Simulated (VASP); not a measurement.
# WS2 in VASP: further runs

Aim: see how the results for WS2 move with the level of theory and the settings. Levels: PBE+D3(BJ), PBE+D3(BJ)+U. Tasks: single point.

Everything below comes from runs of VASP 6.6.1. Logs are shortened: lines on timing, memory, paths and dates and some standing lists are left out, and cuts for length are marked.

## 1. The cell of the first run

The cell holds a slab with vacuum, 6 atoms: a = 3.160 Å, b = 3.160 Å, c = 45.207 Å, α = 90.00°, β = 90.00°, γ = 120.00°.

## 2. Single point, PBE+D3(BJ)

Contents of INCAR:

```
ALGO = Normal
DIPOL = 0.5 0.5 0.500
EDIFF = 1E-6
ENCUT = 520
GGA = PE
IDIPOL = 3
ISIF = 2
ISMEAR = 0
IVDW = 12
LASPH = True
LCHARG = False
LDIPOL = True
LREAL = False
LWAVE = False
NBANDS = 35
NELM = 60
PREC = Accurate
SIGMA = 0.02
```

Contents of KPOINTS:

```
k-points
0
Gamma
  12 12 1
```

Contents of POSCAR:

```
WS2
1.0
    3.1597400268      0.0000000000      0.0000000000
   -1.5798700134      2.7364151325      0.0000000000
    0.0000000000      0.0000000000     45.2072918720
S W
4 2
Direct
    0.3333333333      0.6666666667      0.3978925845
    0.3333333333      0.6666666667      0.4675460953
    0.6666666667      0.3333333333      0.5324538987
    0.6666666667      0.3333333333      0.6021074073
    0.6666666667      0.3333333333      0.4327389263
    0.3333333333      0.6666666667      0.5672610879
```

Potentials or basis: VASP PAW PBE potentials, release 64 (S, W_sv).

The run is started by

```bash
$ cat potpaw_PBE.64/S/POTCAR potpaw_PBE.64/W_sv/POTCAR > POTCAR
$ mpirun -np 1 vasp_std > vasp.out
```

OUTCAR:

```text
EDIFF = 1E-6
   ENCUT = 520
   GGA = PE
   ISIF = 2
   ISMEAR = 0
   IVDW = 12
   LASPH = True
   LREAL = False
   NELM = 60
   PREC = Accurate
 IVDW          = 12

 ion  position               nearest neighbor table
   1  0.333  0.667  0.398-   5 2.41   5 2.41   5 2.41
   2  0.333  0.667  0.468-   5 2.41   5 2.41   5 2.41
   3  0.667  0.333  0.532-   6 2.41   6 2.41   6 2.41
   4  0.667  0.333  0.602-   6 2.41   6 2.41   6 2.41
   5  0.667  0.333  0.433-   2 2.41   2 2.41   2 2.41   1 2.41   1 2.41   1 2.41
   6  0.333  0.667  0.567-   3 2.41   3 2.41   3 2.41   4 2.41   4 2.41   4 2.41

  LATTYP: Found a hexagonal cell.
 ALAT       =     3.1597400268
 C/A-ratio  =    14.3072820829

  Lattice vectors:

 A1 = (   3.1597400268,   0.0000000000,   0.0000000000)
 A2 = (  -1.5798700134,   2.7364151325,   0.0000000000)
 A3 = (   0.0000000000,   0.0000000000,  45.2072918720)

Analysis of symmetry for initial positions (statically):
=====================================================================
 Subroutine PRICEL returns:
 Original cell was already a primitive cell.

 Routine SETGRP: Setting up the symmetry group for a
 hexagonal supercell.

 Subroutine GETGRP returns: Found 12 space group operations
 (whereof 12 operations were pure point group operations)
 out of a pool of 24 trial point group operations.

The static configuration has the point symmetry D_3d.

Analysis of symmetry for dynamics (positions and initial velocities):
=====================================================================
 Subroutine PRICEL returns:
 Original cell was already a primitive cell.

 Routine SETGRP: Setting up the symmetry group for a
 hexagonal supercell.

 Subroutine GETGRP returns: Found 12 space group operations
 (whereof 12 operations were pure point group operations)
 out of a pool of 24 trial point group operations.

The dynamic configuration has the point symmetry D_3d.

 Subroutine INISYM returns: Found 12 space group operations
 (whereof 12 operations are pure point group operations),
 and found     1 'primitive' translations

----------------------------------------------------------------------------------------

                                     Primitive cell

  volume of cell :     390.8785

  direct lattice vectors                    reciprocal lattice vectors
     3.159740027  0.000000000  0.000000000     0.316481733  0.182720814  0.000000000
    -1.579870013  2.736415132  0.000000000     0.000000000  0.365441628  0.000000000
     0.000000000  0.000000000 45.207291872     0.000000000  0.000000000  0.022120325

  length of vectors
     3.159740027  3.159740027 45.207291872     0.365441628  0.365441628  0.022120325

  position of ions in fractional coordinates (direct lattice)
     0.333333333  0.666666667  0.397892584
     0.333333333  0.666666667  0.467546095
     0.666666667  0.333333333  0.532453899
     0.666666667  0.333333333  0.602107407
     0.666666667  0.333333333  0.432738926
     0.333333333  0.666666667  0.567261088

  ion indices of the primitive-cell ions
   primitive index   ion index
                 1           1
                 2           2
                 3           3
                 4           4
                 5           5
                 6           6

----------------------------------------------------------------------------------------

 KPOINTS: k-points

Automatic generation of k-mesh.
 Grid dimensions read from file:
 generate k-points for:   12   12    1

 Generating k-lattice:

  Cartesian coordinates                     Fractional coordinates (reciprocal lattice)
     0.026373478  0.015226734  0.000000000     0.083333333  0.000000000  0.000000000
     0.000000000  0.030453469  0.000000000     0.000000000  0.083333333  0.000000000
     0.000000000  0.000000000  0.022120325     0.000000000  0.000000000  1.000000000

  Length of vectors
     0.030453469  0.030453469  0.022120325

  Shift w.r.t. Gamma in fractional coordinates (k-lattice)
     0.000000000  0.000000000  0.000000000

 Subroutine IBZKPT returns following result:
 ===========================================

 Found     19 irreducible k-points:

 Following reciprocal coordinates:
            Coordinates               Weight
  0.000000  0.000000  0.000000      1.000000
  0.083333  0.000000  0.000000      6.000000
  0.166667  0.000000  0.000000      6.000000
  0.250000  0.000000  0.000000      6.000000
  0.333333  0.000000  0.000000      6.000000
  0.416667  0.000000  0.000000      6.000000
[... 11 lines left out ...]
  0.333333  0.250000  0.000000     12.000000
  0.333333  0.333333  0.000000      2.000000
   k-points           NKPTS =     19   k-points in BZ     NKDIM =     19   number of bands    NBANDS=     35
   number of dos      NEDOS =    301   number of ions     NIONS =      6
   total plane-waves  NPLWV = 193536
   dimension x,y,z NGX =    24 NGY =   24 NGZ =  336
   dimension x,y,z NGXF=    48 NGYF=   48 NGZF=  672
   ions per type =               4   2
   NGX,Y,Z   is equivalent  to a cutoff of  12.63, 12.63, 12.36 a.u.
   NGXF,Y,Z  is equivalent  to a cutoff of  25.25, 25.25, 24.71 a.u.
 SYSTEM =  unknown system
   PREC   = accura    normal or accurate (medium, high low for compatibility)
   ISTART =      0    job   : 0-new  1-cont  2-samecut
   ICHARG =      2    charge: 1-file 2-atom 10-const
   ISPIN  =      1    spin polarized calculation?
   LNONCOLLINEAR =      F non collinear calculations
   LSORBIT =      F    spin-orbit coupling
   LASPH  =      T    aspherical Exc in radial PAW
   ENCUT  =  520.0 eV  38.22 Ry    6.18 a.u.   5.88  5.88 84.06*2*pi/ulx,y,z
   NELM   =     60;   NELMIN=  2; NELMDL= -5     # of ELM steps
   EDIFF  = 0.1E-05   stopping-criterion for ELM
   LREAL  =      F    real-space projection
   EDIFFG = 0.1E-04   stopping-criterion for IOM
   NSW    =      0    number of steps for IOM
   IBRION =     -1    ionic relax: 0-MD 1-quasi-New 2-CG
   NFREE  =      0    steps in history (QN), initial steepest desc. (CG)
   ISIF   =      2    stress and relaxation
   ISYM   =      2    0-nonsym 1-usesym 2-fastsym
   POTIM  = 0.5000    time-step for ionic-motion
   TEBEG  =    0.0;   TEEND  =   0.0 temperature during run
   PSTRESS=    0.0 pullay stress
   NELECT =      52.0000    total number of electrons
   NUPDOWN=      -1.0000    fix difference up-down
   EMIN   =  10.00;   EMAX   =-10.00  energy-range for DOS
   EFERMI =   0.00;   METHOD = LEGACY
   ISMEAR =     0;   SIGMA  =   0.02  broadening in eV -4-tet -1-fermi 0-gaus
   EFERMI_NEDOS =   21; number of points for ismear=-14 and -15
   IALGO  =     38    algorithm
   IMIX   =      4    mixing-type and parameters
     AMIX     =   0.40;   BMIX     =  1.00
     AMIX_MAG =   1.60;   BMIX_MAG =  1.00
  volume/ion in A,a.u.               =      65.15       439.63
  Fermi-wavevector in a.u.,A,eV,Ry     =   0.835722  1.579286  9.502742  0.698432
  Thomas-Fermi vector in A             =   1.949328
   LORBIT       =      0    0 simple, 1 ext, 2 COOP (PROOUT), +10 PAW based schemes
   GGA     = PE    functional components
   LHFCALC =     F    Hartree Fock is set to
   AEXX    =    0.0000 exact exchange contribution
   IVDW    =    12    specifies the selected vdW correction
   LEPSILON=     F    determine dielectric tensor
   LRPA    =     F    only Hartree local field effects (RPA)
 non-spin polarized calculation
 Gauss-broadening in eV      SIGMA  =   0.02
  energy-cutoff  :      520.00
  volume of cell :      390.88
 maximum number of plane-waves:     10578
 NGX is ok and might be reduce to    24
   NGX = 11   NGY = 11   NGZ =169

 dipolmoment           0.000000      0.000000      0.000000 electrons x Angstroem

 number of electron      51.9999995 magnetization

 dipolmoment           0.000000      0.000000     -0.000002 electrons x Angstroem

 Free energy of the ion-electron system (eV)
  ---------------------------------------------------
  ext. energy  EPLUGINS =         0.00000000
  ---------------------------------------------------
  free energy    TOTEN  =       -47.26308975 eV

  energy without entropy =      -47.26308975  energy(sigma->0) =      -47.26308975

 E-fermi :  -1.7324     XC(G=0):  -3.2347

 val. band max:       -1.8385454065   @ k =   0.0000   0.0000   0.0000
 cond. band min:      -0.4746885468   @ k =   0.1667   0.1667   0.0000
 fundamental gap:      1.3638568597
 Fermi energy:        -1.7324407862

 k-point     1 :       0.0000    0.0000    0.0000
  band No.  band energies     occupation
      1     -76.2556      2.00000
      2     -76.2556      2.00000
      3     -40.5077      2.00000
      4     -40.5077      2.00000
      5     -40.3351      2.00000
      6     -40.3351      2.00000
[... 27 lines left out ...]
     34       0.8629      0.00000
     35       2.8531      0.00000

 k-point     2 :       0.0833    0.0000    0.0000
  band No.  band energies     occupation
      1     -76.2544      2.00000
      2     -76.2543      2.00000
      3     -40.5033      2.00000
      4     -40.5033      2.00000
      5     -40.3597      2.00000
      6     -40.3596      2.00000
[... 27 lines left out ...]
     34       0.9093      0.00000
     35       3.1103      0.00000

 k-point     3 :       0.1667    0.0000    0.0000
  band No.  band energies     occupation
      1     -76.2510      2.00000
      2     -76.2509      2.00000
      3     -40.4912      2.00000
      4     -40.4912      2.00000
      5     -40.4262      2.00000
      6     -40.4262      2.00000
[... 27 lines left out ...]
     34       1.4236      0.00000
     35       3.5482      0.00000
[... 533 lines left out ...]
 k-point    18 :       0.3333    0.2500    0.0000
  band No.  band energies     occupation
      1     -76.2354      2.00000
      2     -76.2354      2.00000
      3     -40.6299      2.00000
      4     -40.6299      2.00000
      5     -40.5232      2.00000
      6     -40.5232      2.00000
[... 27 lines left out ...]
     34       3.2426      0.00000
     35       4.1541      0.00000

 k-point    19 :       0.3333    0.3333    0.0000
  band No.  band energies     occupation
      1     -76.2348      2.00000
      2     -76.2347      2.00000
      3     -40.6013      2.00000
      4     -40.6012      2.00000
      5     -40.5668      2.00000
      6     -40.5667      2.00000
[... 27 lines left out ...]
     34       3.3235      0.00000
     35       4.4864      0.00000

------------------------ aborting loop because EDIFF is reached ----------------------------------------

 vacuum level on the upper side and lower side of the slab       (xc-potential included)        -0.152        -0.152

 Edisp (eV)   -2.21289

 E8    (eV) :    -0.9626

  FORCE on cell =-STRESS in cart. coord.  units (eV):
  Direction    XX          YY          ZZ          XY          YZ          ZX
  --------------------------------------------------------------------------------------
  -------------------------------------------------------------------------------------
  Total      -0.19327    -0.19327    -0.01382     0.00000     0.00000     0.00000
  in kB      -0.79221    -0.79221    -0.05664     0.00000     0.00000     0.00000
  external pressure =       -0.55 kB  Pullay stress =        0.00 kB

 VOLUME and BASIS-vectors are now :
 -----------------------------------------------------------------------------
  energy-cutoff  :      520.00
  volume of cell :      390.88
      direct lattice vectors                 reciprocal lattice vectors
     3.159740027  0.000000000  0.000000000     0.316481733  0.182720814  0.000000000
    -1.579870013  2.736415132  0.000000000     0.000000000  0.365441628  0.000000000
     0.000000000  0.000000000 45.207291872     0.000000000  0.000000000  0.022120325

 POSITION                                       TOTAL-FORCE (eV/Angst)
 -----------------------------------------------------------------------------------
     -0.00000      1.82428     17.98765        -0.000000     -0.000000     -0.005719
     -0.00000      1.82428     21.13649         0.000000     -0.000000      0.003640
      1.57987      0.91214     24.07080        -0.000000      0.000000     -0.003640
      1.57987      0.91214     27.21965         0.000000      0.000000      0.005719
      1.57987      0.91214     19.56295         0.000000      0.000000      0.000525
     -0.00000      1.82428     25.64434        -0.000000     -0.000000     -0.000525
 -----------------------------------------------------------------------------------
    total drift:                                0.000000     -0.000000     -0.000868

  FREE ENERGIE OF THE ION-ELECTRON SYSTEM (eV)
  ---------------------------------------------------
  free  energy   TOTEN  =       -49.4759814238 eV

  energy  without entropy=      -49.4759814238  energy(sigma->0) =      -49.47598142

 vacuum level on the upper side and lower side of the slab         3.290         3.290
```

It took 15 min on 1 thread of Intel Xeon 8259CL, shared host; peak memory 0.56 GiB.

Results:

```
Free energy                : -49.4760 eV
Largest force              : 0.006 eV/Å
Band gap on the k mesh     : 1.36 eV (least direct gap 1.87 eV)
Dispersion energy per atom : -0.369 eV
```

Forces in eV/Å, atoms in the order of the input:
```
S    0.000  0.000 -0.006
S    0.000  0.000  0.004
S    0.000  0.000 -0.004
S    0.000  0.000  0.006
W    0.000  0.000  0.001
W    0.000  0.000 -0.001
```

Levels at points of the mesh, in eV from the valence-band top:
```csv
k point,band 22,band 23,band 24,band 25,band 26,band 27,band 28,band 29,band 30,band 31
"(0.00, 0.00, 0.00)",-2.01,-1.98,-1.98,-0.74,0.00,2.49,2.49,2.51,2.51,2.60
"(0.50, 0.00, 0.00)",-2.59,-1.72,-1.59,-1.44,-1.34,2.52,2.55,2.87,3.03,3.46
```

Caveat: spin-orbit coupling is left out, which moves the levels of the heavy elements.

## 3. Single point, PBE+D3(BJ)+U

Contents of INCAR:

```
  PREC = Accurate
  ENCUT = 520
  EDIFF = 1E-6
  ISMEAR = 0
  SIGMA = 0.02
  LREAL = False
  LASPH = True
  NELM = 150
  ALGO = Normal
  ISIF = 2
  LWAVE = False
  LCHARG = False
  LMAXMIX = 4
  LDAU = True
  LDAUTYPE = 2
  LDAUL = -1 2
  LDAUU = 0 3
  LDAUJ = 0 0
  LDAUPRINT = 1
  LDIPOL = True
  IDIPOL = 3
  DIPOL = 0.5 0.5 0.500
  GGA = PE
  IVDW = 12
  NBANDS = 35
```

Contents of KPOINTS:

```
regular mesh
0
Gamma
  12 12 1
```

POSCAR is that of step 2.

Potentials or basis: VASP PAW PBE potentials, release 64 (S, W_sv).

The run is started by

```bash
$ cat potpaw_PBE.64/S/POTCAR potpaw_PBE.64/W_sv/POTCAR > POTCAR
$ mpirun -np 1 vasp_std > vasp.out
```

It took 13 min on 1 thread of Intel Xeon 8259CL, shared host; peak memory 0.56 GiB.

The run converged. Its results:

```yaml
Free_energy: -42.7557 eV
Largest_force: 0.286 eV/Å
Band_gap_on_the_k_mesh: 1.38 eV (least direct gap 1.82 eV)
Dispersion_energy_per_atom: -0.369 eV
```

Forces on the atoms (eV/Å):
```
S    0.000  0.000 -0.286
S    0.000  0.000  0.281
S    0.000  0.000 -0.281
S    0.000  0.000  0.286
W    0.000  0.000  0.001
W    0.000  0.000 -0.001
```

Levels at points of the mesh, in eV from the valence-band top:
```csv
k point,band 22,band 23,band 24,band 25,band 26,band 27,band 28,band 29,band 30,band 31
"(0.00, 0.00, 0.00)",-1.97,-1.93,-1.93,-0.73,0.00,2.52,2.52,2.54,2.54,2.61
"(0.50, 0.00, 0.00)",-2.61,-1.77,-1.65,-1.50,-1.39,2.61,2.63,2.90,3.06,3.47
```

Eigenvalues of the final occupation matrices:
```csv
site,spin,trace,eigenvalues
site 5 d,1,1.67,0.32 0.32 0.34 0.34 0.36
site 5 d,2,1.67,0.32 0.32 0.34 0.34 0.36
site 6 d,1,1.67,0.32 0.32 0.34 0.34 0.36
site 6 d,2,1.67,0.32 0.32 0.34 0.34 0.36
```

Caveat: spin-orbit coupling is left out, which moves the levels of the heavy elements.
